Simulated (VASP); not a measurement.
# Se (Fm-3m) in VASP: a series of runs, part 2 of 2

VASP 6.6.1.

### Step 3. Single point, r2SCAN (22.90 Å³/atom)

This run uses another cell than the first one, of 22.90 Å³/atom.

Contents of POSCAR:

```
Se
1.0
    0.0000000000      2.2537955554      2.2537955554
    2.2537955554      0.0000000000      2.2537955554
    2.2537955554      2.2537955554      0.0000000000
Se
1
Direct
    0.0000000000      0.0000000000      0.0000000000
```

Contents of INCAR.step1:

```
SYSTEM = Se
PREC     = Accurate       ! precision mode
ENCUT    = 520            ! plane-wave cutoff, eV
ISMEAR   = -1             ! smearing method
SIGMA    = 0.1            ! smearing width, eV
LREAL    = .False.        ! projectors in reciprocal space
LASPH    = .True.         ! aspherical terms in the spheres
NELM     = 100            ! most SCF steps
NBANDS   = 9              ! bands
GGA      = PE             ! functional
ALGO     = Normal         ! electronic algorithm
EDIFF    = 1E-4           ! SCF threshold, eV
LWAVE    = .True.         ! write WAVECAR
LCHARG   = .False.        ! write CHGCAR
```

Contents of INCAR.step2:

```
SYSTEM = Se
PREC     = Accurate       ! precision mode
ENCUT    = 520            ! plane-wave cutoff, eV
EDIFF    = 1E-7           ! SCF threshold, eV
ISMEAR   = -1             ! smearing method
SIGMA    = 0.1            ! smearing width, eV
LREAL    = .False.        ! projectors in reciprocal space
LASPH    = .True.         ! aspherical terms in the spheres
NELM     = 100            ! most SCF steps
ALGO     = Normal         ! electronic algorithm
ISIF     = 2              ! what is computed and relaxed
LWAVE    = .False.        ! write WAVECAR
LCHARG   = .False.        ! write CHGCAR
METAGGA  = R2SCAN         ! meta-GGA
LMIXTAU  = .True.       
NBANDS   = 9              ! bands
ISTART   = 1
```

Contents of KPOINTS:

```
Automatic mesh
0
Gamma
  14 14 14
  0 0 0
```

Potentials or basis: VASP PAW PBE potentials, release 64 (Se).

The run is started by

```sh
$ cat potpaw_PBE.64/Se/POTCAR > POTCAR
$ cp INCAR.step1 INCAR
$ mpirun -np 1 vasp_std > vasp.out
$ cp INCAR.step2 INCAR
$ mpirun -np 1 vasp_std > vasp.out
```

OUTCAR:

```text
SYSTEM = Se
   PREC = Accurate
   ENCUT = 520
   EDIFF = 1E-7
   ISMEAR = -1
   LREAL = .False.
   LASPH = .True.
   NELM = 100
   ISIF = 2
   METAGGA = R2SCAN
   ISTART = 1

 ion  position               nearest neighbor table
   1  0.000  0.000  0.000-

  LATTYP: Found a face centered cubic cell.
 ALAT       =     4.5075911108

  Lattice vectors:

 A1 = (   0.0000000000,   2.2537955554,   2.2537955554)
 A2 = (   2.2537955554,   0.0000000000,   2.2537955554)
 A3 = (   2.2537955554,   2.2537955554,   0.0000000000)

Analysis of symmetry for initial positions (statically):
=====================================================================
 Subroutine PRICEL returns:
 Original cell was already a primitive cell.

 Routine SETGRP: Setting up the symmetry group for a
 face centered cubic supercell.

 Subroutine GETGRP returns: Found 48 space group operations
 (whereof 48 operations were pure point group operations)
 out of a pool of 48 trial point group operations.

The static configuration has the point symmetry O_h .

Analysis of symmetry for dynamics (positions and initial velocities):
=====================================================================
 Subroutine PRICEL returns:
 Original cell was already a primitive cell.

 Routine SETGRP: Setting up the symmetry group for a
 face centered cubic supercell.

 Subroutine GETGRP returns: Found 48 space group operations
 (whereof 48 operations were pure point group operations)
 out of a pool of 48 trial point group operations.

The dynamic configuration has the point symmetry O_h .

 Subroutine INISYM returns: Found 48 space group operations
 (whereof 48 operations are pure point group operations),
 and found     1 'primitive' translations

----------------------------------------------------------------------------------------

[... 109 lines left out ...]
     AMIX     =   0.40;   BMIX     =  1.00
     AMIX_MAG =   1.60;   BMIX_MAG =  1.00
  volume/ion in A,a.u.               =      22.90       154.51
  Fermi-wavevector in a.u.,A,eV,Ry     =   1.047613  1.979701 14.932289  1.097492
  Thomas-Fermi vector in A             =   2.182500
   LORBIT       =      0    0 simple, 1 ext, 2 COOP (PROOUT), +10 PAW based schemes
   METAGGA = R2SCAN    functional components
   LHFCALC =     F    Hartree Fock is set to
   AEXX    =    0.0000 exact exchange contribution
   IVDW    =     0    specifies the selected vdW correction
   LEPSILON=     F    determine dielectric tensor
   LRPA    =     F    only Hartree local field effects (RPA)
 non-spin polarized calculation
  energy-cutoff  :      520.00
  volume of cell :       22.90
 maximum number of plane-waves:       636
   NGX = 11   NGY = 11   NGZ = 11

 number of electron       6.0000000 magnetization

 Free energy of the ion-electron system (eV)
  ---------------------------------------------------
  ext. energy  EPLUGINS =         0.00000000
  ---------------------------------------------------
  free energy    TOTEN  =       -13.36564874 eV

  energy without entropy =      -13.32863510  energy(sigma->0) =      -13.34714192

 E-fermi :   3.7956     XC(G=0): -10.5208

 val. band max:        3.7773495594   @ k =   0.5000   0.2857   0.0714
 cond. band min:       3.8017080505   @ k =   0.3571   0.2143   0.0714
 fundamental gap:      0.0243584911
 Fermi energy:         3.7955761709

 k-point     1 :       0.0000    0.0000    0.0000
  band No.  band energies     occupation
      1     -11.8819      2.00000
      2       6.3572      0.00000
      3       6.3572      0.00000
      4       6.3572      0.00000
      5      14.6887      0.00000
      6      16.2674      0.00000
      7      16.2674      0.00000
      8      16.2674      0.00000
      9      20.4072      0.00000
[... 265 lines left out ...]
 k-point    24 :       0.2857    0.1429    0.0000
  band No.  band energies     occupation
      1     -10.6218      2.00000
      2       1.9576      2.00000
      3       4.8689      0.00004
      4       4.9467      0.00002
      5      13.5658      0.00000
      6      15.1730      0.00000
      7      17.3545      0.00000
      8      18.4335      0.00000
      9      21.7463      0.00000

 [... further k-points ...]

------------------------ aborting loop because EDIFF is reached ----------------------------------------

  FORCE on cell =-STRESS in cart. coord.  units (eV):
  Direction    XX          YY          ZZ          XY          YZ          ZX
  --------------------------------------------------------------------------------------
  -------------------------------------------------------------------------------------
  Total       -0.8884883     -0.8884883     -0.8884883      0.0000000     -0.0000000     -0.0000000
  in kB      -62.1711262    -62.1711262    -62.1711262      0.0000000     -0.0000000     -0.0000000
  external PRESSURE =     -62.1711262 kB  Pullay stress =       0.0000000 kB

 VOLUME and BASIS-vectors are now :
 -----------------------------------------------------------------------------
  energy-cutoff  :      520.00
  volume of cell :       22.90
      direct lattice vectors                 reciprocal lattice vectors
     0.000000000  2.253795555  2.253795555    -0.221847984  0.221847984  0.221847984
     2.253795555  0.000000000  2.253795555     0.221847984 -0.221847984  0.221847984
     2.253795555  2.253795555  0.000000000     0.221847984  0.221847984 -0.221847984

 POSITION                                       TOTAL-FORCE (eV/Angst)
 -----------------------------------------------------------------------------------
      0.00000      0.00000      0.00000         0.000000      0.000000     -0.000000
 -----------------------------------------------------------------------------------
    total drift:                                0.000000     -0.000000     -0.000000

  FREE ENERGIE OF THE ION-ELECTRON SYSTEM (eV)
  ---------------------------------------------------
  free  energy   TOTEN  =       -13.3656487373 eV

  energy  without entropy=      -13.3286351015  energy(sigma->0) =      -13.34714192
```

OUTCAR.step1:

```text
SYSTEM = Se
   PREC = Accurate
   ENCUT = 520
   ISMEAR = -1
   LREAL = .False.
   LASPH = .True.
[... 504 lines left out ...]
 -----------------------------------------------------------------------------------
      0.00000      0.00000      0.00000         0.000000      0.000000      0.000000
 -----------------------------------------------------------------------------------
    total drift:                                0.000000     -0.000000     -0.000000

  FREE ENERGIE OF THE ION-ELECTRON SYSTEM (eV)
  ---------------------------------------------------
  free  energy   TOTEN  =        -2.7360897228 eV

  energy  without entropy=       -2.6982560695  energy(sigma->0) =       -2.71717290
```

Run time: 36 s. Hardware: 1 thread of Intel Xeon Platinum 8375C at 2.90GHz (Ice Lake), shared host; peak memory 0.15 GiB.

Results:

```
Free energy            : -13.3656 eV
Pressure               : -6.2 GPa
Band gap on the k mesh : zero (bands 3 and 4 overlap by 4.34 eV)
```

Levels at points of the mesh, in eV from the Fermi level:
```tsv
k point	band 1	band 2	band 3	band 4	band 5	band 6	band 7	band 8
(0.00, 0.00, 0.00)	-15.68	2.56	2.56	2.56	10.89	12.47	12.47	12.47
(0.50, 0.00, 0.00)	-12.99	-5.94	1.46	1.46	8.90	11.68	11.68	15.04
(0.50, 0.50, 0.00)	-11.98	-5.20	-0.75	-0.75	5.87	6.86	22.37	22.95
```

Caveat: the cell stands under tension; the PAW data sets were made with another functional, which shifts forces and pressure a little.

### Step 4. Single point, r2SCAN

This run uses another cell than the first one, of 20.44 Å³/atom.

Contents of POSCAR:

```
Se
1.0
    0.0000000000      2.1702437318      2.1702437318
    2.1702437318      0.0000000000      2.1702437318
    2.1702437318      2.1702437318      0.0000000000
Se
1
Direct
    0.0000000000      0.0000000000      0.0000000000
```

Contents of INCAR.step1:

```
SYSTEM = Se
  PREC = Accurate
  ENCUT = 520
  ISMEAR = -1
  SIGMA = 0.1
  LREAL = .FALSE.
  LASPH = .TRUE.
  NELM = 80
  NBANDS = 9
  GGA = PE
  ALGO = Normal
  EDIFF = 1E-4
  LWAVE = .TRUE.
  LCHARG = .FALSE.
```

Contents of INCAR.step2:

```
SYSTEM = Se
  PREC = Accurate
  ENCUT = 520
  EDIFF = 1E-7
  ISMEAR = -1
  SIGMA = 0.1
  LREAL = .FALSE.
  LASPH = .TRUE.
  NELM = 80
  ALGO = Normal
  ISIF = 2
  LWAVE = .FALSE.
  LCHARG = .TRUE.
  METAGGA = R2SCAN
  LMIXTAU = .TRUE.
  LELF = .TRUE.
  LVHAR = .TRUE.
  NBANDS = 9
  ISTART = 1
```

Contents of KPOINTS:

```
Automatic mesh
0
G
  20 20 20
  0 0 0
```

Potentials or basis: VASP PAW PBE potentials, release 64 (Se).

The run is started by

```sh
$ cat potpaw_PBE.64/Se/POTCAR > POTCAR
$ cp INCAR.step1 INCAR
$ mpirun -np 1 vasp_std > vasp.out
$ cp INCAR.step2 INCAR
$ mpirun -np 1 vasp_std > vasp.out
```

OUTCAR:

```text
SYSTEM = Se
   PREC = Accurate
   ENCUT = 520
   EDIFF = 1E-7
   ISMEAR = -1
   LREAL = .FALSE.
   LASPH = .TRUE.
   NELM = 80
   ISIF = 2
   METAGGA = R2SCAN
   ISTART = 1

 ion  position               nearest neighbor table
   1  0.000  0.000  0.000-

  LATTYP: Found a face centered cubic cell.
 ALAT       =     4.3404874636

  Lattice vectors:

 A1 = (   0.0000000000,   2.1702437318,   2.1702437318)
 A2 = (   2.1702437318,   0.0000000000,   2.1702437318)
 A3 = (   2.1702437318,   2.1702437318,   0.0000000000)

Analysis of symmetry for initial positions (statically):
=====================================================================
 Subroutine PRICEL returns:
 Original cell was already a primitive cell.

 Routine SETGRP: Setting up the symmetry group for a
 face centered cubic supercell.

 Subroutine GETGRP returns: Found 48 space group operations
 (whereof 48 operations were pure point group operations)
 out of a pool of 48 trial point group operations.

The static configuration has the point symmetry O_h .

[... 159 lines left out ...]
 val. band max:        5.1050595619   @ k =   0.2000   0.1000   0.0000
 cond. band min:       5.1241238659   @ k =  -0.4500   0.3000   0.0000
 fundamental gap:      0.0190643040
 Fermi energy:         5.1147154450

 k-point     1 :       0.0000    0.0000    0.0000
  band No.  band energies     occupation
      1     -11.5360      2.00000
      2       8.2392      0.00000
      3       8.2392      0.00000
      4       8.2392      0.00000
      5      17.4178      0.00000
      6      17.7616      0.00000
      7      17.7616      0.00000
      8      17.7616      0.00000
      9      21.9544      0.00000
[... 265 lines left out ...]
 k-point    24 :      -0.3500    0.0500    0.0000
  band No.  band energies     occupation
      1      -9.0525      2.00000
      2      -0.1091      2.00000
      3       6.6052      0.00000
      4       7.1999      0.00000
      5      14.9130      0.00000
      6      17.1663      0.00000
      7      17.3220      0.00000
      8      21.5000      0.00000
      9      24.2695      0.00000

 [... further k-points ...]

------------------------ aborting loop because EDIFF is reached ----------------------------------------

  FORCE on cell =-STRESS in cart. coord.  units (eV):
  Direction    XX          YY          ZZ          XY          YZ          ZX
  --------------------------------------------------------------------------------------
  -------------------------------------------------------------------------------------
  Total       -0.0347240     -0.0347240     -0.0347240      0.0000000      0.0000000     -0.0000000
  in kB       -2.7213491     -2.7213491     -2.7213491      0.0000000      0.0000000     -0.0000000
  external PRESSURE =      -2.7213491 kB  Pullay stress =       0.0000000 kB

 VOLUME and BASIS-vectors are now :
 -----------------------------------------------------------------------------
  energy-cutoff  :      520.00
  volume of cell :       20.44
      direct lattice vectors                 reciprocal lattice vectors
     0.000000000  2.170243732  2.170243732    -0.230388870  0.230388870  0.230388870
     2.170243732  0.000000000  2.170243732     0.230388870 -0.230388870  0.230388870
     2.170243732  2.170243732  0.000000000     0.230388870  0.230388870 -0.230388870

 POSITION                                       TOTAL-FORCE (eV/Angst)
 -----------------------------------------------------------------------------------
      0.00000      0.00000      0.00000        -0.000000      0.000000     -0.000000
 -----------------------------------------------------------------------------------
    total drift:                                0.000000      0.000000     -0.000000

  FREE ENERGIE OF THE ION-ELECTRON SYSTEM (eV)
  ---------------------------------------------------
  free  energy   TOTEN  =       -13.4230423914 eV

  energy  without entropy=      -13.3937487427  energy(sigma->0) =      -13.40839557
```

OUTCAR.step1:

```text
SYSTEM = Se
   PREC = Accurate
   ENCUT = 520
   ISMEAR = -1
   LREAL = .FALSE.
   LASPH = .TRUE.
[... 504 lines left out ...]
 -----------------------------------------------------------------------------------
      0.00000      0.00000      0.00000         0.000000      0.000000      0.000000
 -----------------------------------------------------------------------------------
    total drift:                                0.000000     -0.000000      0.000000

  FREE ENERGIE OF THE ION-ELECTRON SYSTEM (eV)
  ---------------------------------------------------
  free  energy   TOTEN  =        -2.7900951563 eV

  energy  without entropy=       -2.7597310325  energy(sigma->0) =       -2.77491309
```

OSZICAR.step1:

```text
N       E                     dE             d eps       ncg     rms          rms(c)
DAV:   1     0.949763881427E+01    0.94976E+01   -0.28970E+03  4616   0.573E+02
DAV:   2    -0.252945721386E+01   -0.12027E+02   -0.11574E+02  6260   0.759E+01
DAV:   3    -0.279260002378E+01   -0.26314E+00   -0.26106E+00  5569   0.103E+01
DAV:   4    -0.279305012073E+01   -0.45010E-03   -0.45007E-03  6231   0.467E-01
DAV:   5    -0.279305041477E+01   -0.29405E-06   -0.29373E-06  5385   0.107E-02    0.297E+00
DAV:   6    -0.279056838990E+01    0.24820E-02   -0.33142E-03  5209   0.304E-01    0.175E+00
DAV:   7    -0.279009055243E+01    0.47784E-03   -0.53720E-03  4970   0.399E-01    0.841E-02
DAV:   8    -0.279009515633E+01   -0.46039E-05   -0.14420E-04  5146   0.728E-02
   1 F= -.27900952E+01 E0= -.27749131E+01  d E =-.303641E-01
```

Run time: 92 s. Hardware: 1 thread of Intel Xeon Platinum 8375C at 2.90GHz (Ice Lake), shared host; peak memory 0.17 GiB.

What came out:

| Property | Result |
| --- | --- |
| Free energy | -13.4230 eV |
| Pressure | -0.3 GPa |
| Band gap on the k mesh | zero (bands 3 and 4 overlap by 5.36 eV) |

Levels at points of the mesh, in eV from the Fermi level:
| k point | band 1 | band 2 | band 3 | band 4 | band 5 | band 6 |
| --- | --- | --- | --- | --- | --- | --- |
| (0.00, 0.00, 0.00) | -16.65 | 3.12 | 3.12 | 3.12 | 12.30 | 12.65 |
| (0.50, 0.00, 0.00) | -13.33 | -6.87 | 1.80 | 1.80 | 9.27 | 11.77 |
| (0.50, 0.50, 0.00) | -12.03 | -6.01 | -0.86 | -0.86 | 5.63 | 6.50 |

Caveat: the PAW data sets were made with another functional, which shifts forces and pressure a little.

### Step 5. Summary

| cell | k mesh | gap on the mesh (eV) | pressure (GPa) |
| --- | --- | --- | --- |
| a = 3.149 Å, angles 60.0°, 1 atom | 14 × 14 × 14 | none | -4.7 |
| a = 3.187 Å, angles 60.0°, 1 atom | 14 × 14 × 14 | none | -6.2 |
| a = 3.069 Å, angles 60.0°, 1 atom | 20 × 20 × 20 | none | -0.3 |

Alike in all rows: task single point; level r2SCAN; potentials or basis VASP PAW PBE potentials, release 64 (Se); no spin polarisation; cutoff (eV) 520; smearing fermi-dirac 0.1 eV.

Caveats: the PAW data sets were made with another functional, which shifts forces and pressure a little; the cell stands under tension (at least some runs).

Absolute energies hang on the potentials; compare differences alone.
